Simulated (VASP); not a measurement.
# Ga: single point with PBE

The system is Ga.

```xyz
1
Lattice="2.6504 0.0000 0.0000 -1.3252 2.2953 0.0000 0.0000 0.0000 2.5520" Properties=species:S:1:pos:R:3 pbc="T T T"
Ga    0.0000    0.0000    0.0000
```

```
Program                : VASP 6.6.1
Task                   : single point
Functional             : PBE
Potentials or basis    : VASP PAW PBE potentials, release 64 (Ga_d)
Cutoff                 : 520 eV
k mesh                 : 16 × 16 × 15
Occupations            : fermi-dirac, width 0.08 eV
Spin                   : no spin polarisation
Dipole correction      : no
Further INCAR settings : ALGO = Normal; EDIFF = 1e-06; NBANDS = 12
```

| Item | Value |
| --- | --- |
| Pressure | 19.1 GPa |

Levels at points of the mesh, in eV from the Fermi level:
| k point | band 4 | band 5 | band 6 | band 7 | band 8 | band 9 |
| --- | --- | --- | --- | --- | --- | --- |
| (0.00, 0.00, 0.00) | -14.72 | -14.72 | -12.57 | 9.71 | 13.16 | 14.07 |
| (0.50, 0.00, 0.00) | -14.77 | -14.68 | -5.07 | -4.94 | 7.89 | 11.74 |

Wall time 14 s on 1 thread of Intel Xeon 6975P-C, on a shared host, peak memory 0.16 GiB.
